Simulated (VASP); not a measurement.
# La (Im-3m) in VASP: notebook

The runs below take La through single point, with r2SCAN.

Program: VASP 6.6.1. These are calculated values, not measurements. Logs are shortened: lines on timing, memory, paths and dates and some standing lists are left out, and cuts for length are marked.

### 1 The cell of the first run

It takes space group Im-3m (No. 229, cubic). Conventional cell: a = 4.070 Å, b = 4.070 Å, c = 4.070 Å, α = 90.00°, β = 90.00°, γ = 90.00°. Within 4.6 Å of La (site symmetry m-3m) lie 14 La at 3.52 to 4.07 Å.

This isn't the form of La at room conditions, which is double hcp.

### 2 Single point, r2SCAN, collinear spin (33.71 Å³/atom)

POSCAR

```
La
1.0
   -2.0349896677      2.0349896677      2.0349896677
    2.0349896677     -2.0349896677      2.0349896677
    2.0349896677      2.0349896677     -2.0349896677
La
1
Direct
    0.0000000000      0.0000000000      0.0000000000
```

INCAR.step1

```
PREC = Accurate ; ENCUT = 520
ISMEAR = -1 ; SIGMA = 0.05
LREAL = F ; LASPH = T
NELM = 150 ; ISPIN = 2
MAGMOM = 0.333 ; LMAXMIX = 6
NBANDS = 16 ; GGA = PE
ALGO = Normal ; EDIFF = 1E-4
LWAVE = T ; LCHARG = F
```

INCAR.step2

```
PREC = Accurate ; ENCUT = 520
EDIFF = 1E-7 ; ISMEAR = -1
SIGMA = 0.05 ; LREAL = F
LASPH = T ; NELM = 150
ALGO = Normal ; ISIF = 2
LWAVE = F ; LCHARG = T
ISPIN = 2 ; MAGMOM = 0.333
LORBIT = 11 ; LMAXMIX = 6
METAGGA = R2SCAN ; LMIXTAU = T
LELF = T ; LVHAR = T
NBANDS = 16 ; ISTART = 1
```

KPOINTS

```
regular mesh
0
Gamma
  12 12 12
```

Potentials or basis: VASP PAW PBE potentials, release 64 (La).

Launch:

```console
> cat potpaw_PBE.64/La/POTCAR > POTCAR
> cp INCAR.step1 INCAR
> mpirun -np 1 vasp_std > vasp.out
> cp INCAR.step2 INCAR
> mpirun -np 1 vasp_std > vasp.out
```

OUTCAR:

```text
PREC = Accurate
   ENCUT = 520
   EDIFF = 1E-7
   ISMEAR = -1
   LREAL = F
   LASPH = T
   NELM = 150
   ISIF = 2
   ISPIN = 2
   LORBIT = 11
   METAGGA = R2SCAN
   ISTART = 1

 ion  position               nearest neighbor table
   1  0.000  0.000  0.000-

  LATTYP: Found a body centered cubic cell.
 ALAT       =     4.0699793354

  Lattice vectors:

 A1 = (  -2.0349896677,   2.0349896677,   2.0349896677)
 A2 = (   2.0349896677,  -2.0349896677,   2.0349896677)
 A3 = (   2.0349896677,   2.0349896677,  -2.0349896677)

Analysis of symmetry for initial positions (statically):
=====================================================================
 Subroutine PRICEL returns:
 Original cell was already a primitive cell.

 Routine SETGRP: Setting up the symmetry group for a
 body centered cubic supercell.

 Subroutine GETGRP returns: Found 48 space group operations
 (whereof 48 operations were pure point group operations)
 out of a pool of 48 trial point group operations.

The static configuration has the point symmetry O_h .

Analysis of symmetry for dynamics (positions and initial velocities):
=====================================================================
 Subroutine PRICEL returns:
 Original cell was already a primitive cell.

 Routine SETGRP: Setting up the symmetry group for a
 body centered cubic supercell.

 Subroutine GETGRP returns: Found 48 space group operations
 (whereof 48 operations were pure point group operations)
 out of a pool of 48 trial point group operations.

The dynamic configuration has the point symmetry O_h .

Analysis of structural, dynamic, and magnetic symmetry:
=====================================================================
 Subroutine PRICEL returns:
 Original cell was already a primitive cell.

 Routine SETGRP: Setting up the symmetry group for a
 body centered cubic supercell.

 Subroutine GETGRP returns: Found 48 space group operations
 (whereof 48 operations were pure point group operations)
 out of a pool of 48 trial point group operations.

The overall configuration has the point symmetry O_h .

 Subroutine INISYM returns: Found 48 space group operations
 (whereof 48 operations are pure point group operations),
 and found     1 'primitive' translations

----------------------------------------------------------------------------------------

                                     Primitive cell

  volume of cell :      33.7091

  direct lattice vectors                    reciprocal lattice vectors
    -2.034989668  2.034989668  2.034989668     0.000000000  0.245701493  0.245701493
     2.034989668 -2.034989668  2.034989668     0.245701493  0.000000000  0.245701493
     2.034989668  2.034989668 -2.034989668     0.245701493  0.245701493  0.000000000

  length of vectors
     3.524705497  3.524705497  3.524705497     0.347474384  0.347474384  0.347474384

  position of ions in fractional coordinates (direct lattice)
     0.000000000  0.000000000  0.000000000

  ion indices of the primitive-cell ions
   primitive index   ion index
                 1           1

----------------------------------------------------------------------------------------

 KPOINTS: regular mesh

Automatic generation of k-mesh.
 Grid dimensions read from file:
 generate k-points for:   12   12   12

 Generating k-lattice:

  Cartesian coordinates                     Fractional coordinates (reciprocal lattice)
     0.000000000  0.020475124  0.020475124     0.083333333  0.000000000  0.000000000
     0.020475124  0.000000000  0.020475124     0.000000000  0.083333333  0.000000000
     0.020475124  0.020475124  0.000000000     0.000000000  0.000000000  0.083333333

  Length of vectors
     0.028956199  0.028956199  0.028956199

  Shift w.r.t. Gamma in fractional coordinates (k-lattice)
     0.000000000  0.000000000  0.000000000

 Subroutine IBZKPT returns following result:
 ===========================================

 Found     72 irreducible k-points:

 Following reciprocal coordinates:
            Coordinates               Weight
  0.000000  0.000000  0.000000      1.000000
  0.083333  0.000000  0.000000     12.000000
  0.166667  0.000000  0.000000     12.000000
  0.250000  0.000000  0.000000     12.000000
  0.333333  0.000000  0.000000     12.000000
  0.416667  0.000000  0.000000     12.000000
[... 16 lines left out ...]
  0.333333  0.083333  0.083333     24.000000
  0.416667  0.083333  0.083333     12.000000
 [... further k-points ...]
   k-points           NKPTS =     72   k-points in BZ     NKDIM =     72   number of bands    NBANDS=     16
   number of dos      NEDOS =    301   number of ions     NIONS =      1
   total plane-waves  NPLWV =  21952
   dimension x,y,z NGX =    28 NGY =   28 NGZ =   28
   dimension x,y,z NGXF=    56 NGYF=   56 NGZF=   56
   ions per type =               1
   NGX,Y,Z   is equivalent  to a cutoff of  13.21, 13.21, 13.21 a.u.
   NGXF,Y,Z  is equivalent  to a cutoff of  26.41, 26.41, 26.41 a.u.
 SYSTEM =  unknown system
   PREC   = accura    normal or accurate (medium, high low for compatibility)
   ISTART =      1    job   : 0-new  1-cont  2-samecut
   ICHARG =      0    charge: 1-file 2-atom 10-const
   ISPIN  =      2    spin polarized calculation?
   LNONCOLLINEAR =      F non collinear calculations
   LSORBIT =      F    spin-orbit coupling
   LASPH  =      T    aspherical Exc in radial PAW
   ENCUT  =  520.0 eV  38.22 Ry    6.18 a.u.   6.55  6.55  6.55*2*pi/ulx,y,z
   NELM   =    150;   NELMIN=  2; NELMDL=  0     # of ELM steps
   EDIFF  = 0.1E-06   stopping-criterion for ELM
   LREAL  =      F    real-space projection
   EDIFFG = 0.1E-05   stopping-criterion for IOM
   NSW    =      0    number of steps for IOM
   IBRION =     -1    ionic relax: 0-MD 1-quasi-New 2-CG
   NFREE  =      0    steps in history (QN), initial steepest desc. (CG)
   ISIF   =      2    stress and relaxation
   ISYM   =      2    0-nonsym 1-usesym 2-fastsym
   POTIM  = 0.5000    time-step for ionic-motion
   TEBEG  =    0.0;   TEEND  =   0.0 temperature during run
   PSTRESS=    0.0 pullay stress
   NELECT =      11.0000    total number of electrons
   NUPDOWN=      -1.0000    fix difference up-down
   EMIN   =  10.00;   EMAX   =-10.00  energy-range for DOS
   EFERMI =   0.00;   METHOD = LEGACY
   ISMEAR =    -1;   SIGMA  =   0.05  broadening in eV -4-tet -1-fermi 0-gaus
   EFERMI_NEDOS =   21; number of points for ismear=-14 and -15
   IALGO  =     38    algorithm
   IMIX   =      4    mixing-type and parameters
     AMIX     =   0.40;   BMIX     =  1.00
     AMIX_MAG =   1.60;   BMIX_MAG =  1.00
  volume/ion in A,a.u.               =      33.71       227.48
  Fermi-wavevector in a.u.,A,eV,Ry     =   1.127085  2.129883 17.283776  1.270322
  Thomas-Fermi vector in A             =   2.263770
   LORBIT       =     11    0 simple, 1 ext, 2 COOP (PROOUT), +10 PAW based schemes
   METAGGA = R2SCAN    functional components
   LHFCALC =     F    Hartree Fock is set to
   AEXX    =    0.0000 exact exchange contribution
   IVDW    =     0    specifies the selected vdW correction
   LEPSILON=     F    determine dielectric tensor
   LRPA    =     F    only Hartree local field effects (RPA)
 spin polarized calculation
  energy-cutoff  :      520.00
  volume of cell :       33.71
 maximum number of plane-waves:       935
 NGX is ok and might be reduce to    28
   NGX = 13   NGY = 13   NGZ = 13

 number of electron      10.9999999 magnetization       0.5934064

 Free energy of the ion-electron system (eV)
  ---------------------------------------------------
  ext. energy  EPLUGINS =         0.00000000
  ---------------------------------------------------
  free energy    TOTEN  =       -29.59193739 eV

  energy without entropy =      -29.58118630  energy(sigma->0) =      -29.58656185

 E-fermi :   8.9457     XC(G=0): -10.6689

 val. band max:        8.9108360690   @ k =   0.1667   0.0833   0.0833
 cond. band min:       8.9542963032   @ k =  -0.3333   0.3333   0.0833
 fundamental gap:      0.0434602342
 Fermi energy:         8.9457479315

 spin component 1

 k-point     1 :       0.0000    0.0000    0.0000
  band No.  band energies     occupation
      1     -25.1325      1.00000
      2      -7.4080      1.00000
      3      -7.4080      1.00000
      4      -7.4080      1.00000
      5       5.4574      1.00000
      6      10.4466      0.00000
[... 8 lines left out ...]
     15      12.0016      0.00000
     16      13.0690      0.00000

 k-point     2 :       0.0833    0.0000    0.0000
  band No.  band energies     occupation
      1     -25.1108      1.00000
      2      -7.5591      1.00000
      3      -7.4501      1.00000
      4      -7.4104      1.00000
      5       5.7222      1.00000
      6      10.0906      0.00000
[... 8 lines left out ...]
     15      12.0919      0.00000
     16      12.9793      0.00000
[... 387 lines left out ...]
      5       7.2779      1.00000
      6       8.4916      0.99989
[... 8 lines left out ...]
     15      13.5556      0.00000
     16      14.1025      0.00000

 k-point    24 :       0.4167    0.0833    0.0833
  band No.  band energies     occupation
      1     -24.7858      1.00000
      2      -9.2245      1.00000
      3      -8.1104      1.00000
      4      -7.5856      1.00000
      5       7.1836      1.00000
      6       8.4389      0.99996
[... 8 lines left out ...]
     15      13.5830      0.00000
     16      14.1729      0.00000

 [... further k-points ...]

 spin component 2

 k-point     1 :       0.0000    0.0000    0.0000
  band No.  band energies     occupation
      1     -24.9526      1.00000
      2      -7.2087      1.00000
      3      -7.2087      1.00000
      4      -7.2087      1.00000
      5       6.0074      1.00000
      6      10.9547      0.00000
[... 8 lines left out ...]
     15      12.1273      0.00000
     16      13.1379      0.00000

 k-point     2 :       0.0833    0.0000    0.0000
  band No.  band energies     occupation
      1     -24.9320      1.00000
      2      -7.3510      1.00000
      3      -7.2478      1.00000
      4      -7.2118      1.00000
      5       6.2664      1.00000
      6      10.5556      0.00000
[... 8 lines left out ...]
     15      12.2561      0.00000
     16      13.0593      0.00000
[... 387 lines left out ...]
      5       7.7901      1.00000
      6       9.1011      0.04278
[... 8 lines left out ...]
     15      13.8327      0.00000
     16      14.3052      0.00000

 k-point    24 :       0.4167    0.0833    0.0833
  band No.  band energies     occupation
      1     -24.6244      1.00000
      2      -8.9344      1.00000
      3      -7.8690      1.00000
      4      -7.3879      1.00000
      5       7.6932      1.00000
      6       9.0552      0.10082
[... 8 lines left out ...]
     15      13.8649      0.00000
     16      14.3877      0.00000

 [... further k-points ...]
[... 5 lines left out ...]
  --------------------------------------------------------------------------------------
  -------------------------------------------------------------------------------------
  Total        0.8291354      0.8291354      0.8291354      0.0000000      0.0000000     -0.0000000
  in kB       39.4084552     39.4084552     39.4084552      0.0000000      0.0000000     -0.0000000
  external PRESSURE =      39.4084552 kB  Pullay stress =       0.0000000 kB

 VOLUME and BASIS-vectors are now :
 -----------------------------------------------------------------------------
  energy-cutoff  :      520.00
  volume of cell :       33.71
      direct lattice vectors                 reciprocal lattice vectors
    -2.034989668  2.034989668  2.034989668     0.000000000  0.245701493  0.245701493
     2.034989668 -2.034989668  2.034989668     0.245701493  0.000000000  0.245701493
     2.034989668  2.034989668 -2.034989668     0.245701493  0.245701493  0.000000000

 POSITION                                       TOTAL-FORCE (eV/Angst)
 -----------------------------------------------------------------------------------
      0.00000      0.00000      0.00000         0.000000     -0.000000     -0.000000
 -----------------------------------------------------------------------------------
    total drift:                                0.000000      0.000000      0.000000

  FREE ENERGIE OF THE ION-ELECTRON SYSTEM (eV)
  ---------------------------------------------------
  free  energy   TOTEN  =       -29.5919373939 eV

  energy  without entropy=      -29.5811862982  energy(sigma->0) =      -29.58656185

 total charge

# of ion       s       p       d       f       tot
--------------------------------------------------
    1        2.046   5.560   0.973   0.088   8.667

 magnetization (x)

# of ion       s       p       d       f       tot
--------------------------------------------------
    1        0.003   0.010   0.254   0.027   0.295
```

It took 10 min on 1 thread of Oxide Virtual Turin-like, shared host; peak memory 0.21 GiB.

What came out:

| Item | Value |
| --- | --- |
| Free energy | -29.5919 eV |
| Pressure | 3.9 GPa |
| Net moment | 0.59 μB per cell |
| Site moments | La +0.29 μB |
| Valence electrons inside the program's atomic spheres | La 8.67 |

Levels at points of the mesh, in eV from the Fermi level:
Spin up:
```tsv
k point	band 2	band 3	band 4	band 5	band 6	band 7	band 8	band 9	band 10	band 11
(0.00, 0.00, 0.00)	-16.35	-16.35	-16.35	-3.49	1.50	1.50	1.50	1.80	1.80	1.80
(0.50, 0.00, 0.00)	-18.29	-16.94	-16.39	-2.32	-0.53	1.81	1.93	2.34	2.67	2.70
(0.50, 0.50, 0.50)	-17.63	-17.63	-17.63	-2.60	-2.60	2.06	2.31	2.31	2.31	2.91
```
Spin down:
| k point | band 2 | band 3 | band 4 | band 5 | band 6 | band 7 | band 8 | band 9 |
| --- | --- | --- | --- | --- | --- | --- | --- | --- |
| (0.00, 0.00, 0.00) | -16.15 | -16.15 | -16.15 | -2.94 | 2.01 | 2.01 | 2.01 | 2.10 |
| (0.50, 0.00, 0.00) | -17.99 | -16.70 | -16.20 | -1.81 | 0.11 | 1.99 | 2.10 | 2.50 |
| (0.50, 0.50, 0.50) | -17.34 | -17.34 | -17.34 | -2.29 | -2.29 | 2.27 | 2.44 | 2.44 |

Caveat: the cell stands under pressure; the PAW data sets were made with another functional, which shifts forces and pressure a little; spin-orbit coupling is left out, which moves the levels of the heavy elements.

### 3 Single point, r2SCAN, collinear spin (35.24 Å³/atom)

This run uses another cell than the first one, of 35.24 Å³/atom.

POSCAR

```
La
1.0
   -2.0653671264      2.0653671264      2.0653671264
    2.0653671264     -2.0653671264      2.0653671264
    2.0653671264      2.0653671264     -2.0653671264
La
1
Direct
    0.0000000000      0.0000000000      0.0000000000
```

INCAR.step1

```
SYSTEM = La
PREC = Accurate
ENCUT = 520
ISMEAR = -1
SIGMA = 0.05
LREAL = .FALSE.
LASPH = .TRUE.
NELM = 150
ISPIN = 2
MAGMOM = 0.333
LMAXMIX = 6
NBANDS = 16
GGA = PE
ALGO = Normal
EDIFF = 1E-4
LWAVE = .TRUE.
LCHARG = .FALSE.
```

INCAR.step2

```
SYSTEM = La
PREC = Accurate
ENCUT = 520
EDIFF = 1E-7
ISMEAR = -1
SIGMA = 0.05
LREAL = .FALSE.
LASPH = .TRUE.
NELM = 150
ALGO = Normal
ISIF = 2
LWAVE = .FALSE.
LCHARG = .FALSE.
ISPIN = 2
MAGMOM = 0.333
LORBIT = 11
LMAXMIX = 6
METAGGA = R2SCAN
LMIXTAU = .TRUE.
NBANDS = 16
ISTART = 1
```

KPOINTS

```
Automatic mesh
0
G
  12 12 12
  0 0 0
```

Potentials or basis: VASP PAW PBE potentials, release 64 (La).

Launch:

```console
> cat potpaw_PBE.64/La/POTCAR > POTCAR
> cp INCAR.step1 INCAR
> mpirun -np 1 vasp_std > vasp.out
> cp INCAR.step2 INCAR
> mpirun -np 1 vasp_std > vasp.out
```

Wall time 11 min (1 thread of Oxide Virtual Turin-like, shared host); peak memory 0.21 GiB.

The run converged. Its results:

```
Free energy                                           : -29.6225 eV
Pressure                                              : 2.4 GPa
Net moment                                            : 0.58 μB per cell
Site moments                                          : La +0.28 μB
Valence electrons inside the program's atomic spheres : La 8.62
```

Levels at points of the mesh, in eV from the Fermi level:
Spin up:
```
           k point  band 2  band 3  band 4  band 5  band 6  band 7  band 8  band 9  band 10  band 11
(0.00, 0.00, 0.00)  -16.52  -16.52  -16.52   -3.56    1.46    1.46    1.46    1.75     1.75     1.75
(0.50, 0.00, 0.00)  -18.23  -17.04  -16.55   -2.24   -0.47    1.76    1.82    2.23     2.54     2.56
(0.50, 0.50, 0.50)  -17.65  -17.65  -17.65   -2.44   -2.44    1.98    2.20    2.20     2.20     2.77
```
Spin down:
| k point | band 2 | band 3 | band 4 | band 5 | band 6 | band 7 | band 8 | band 9 |
| --- | --- | --- | --- | --- | --- | --- | --- | --- |
| (0.00, 0.00, 0.00) | -16.32 | -16.32 | -16.32 | -3.03 | 1.95 | 1.95 | 1.95 | 2.05 |
| (0.50, 0.00, 0.00) | -17.95 | -16.81 | -16.37 | -1.75 | 0.15 | 1.92 | 1.99 | 2.39 |
| (0.50, 0.50, 0.50) | -17.38 | -17.38 | -17.38 | -2.15 | -2.15 | 2.18 | 2.33 | 2.33 |

Caveat: the PAW data sets were made with another functional, which shifts forces and pressure a little; spin-orbit coupling is left out, which moves the levels of the heavy elements.

[end of part 1 of 2]
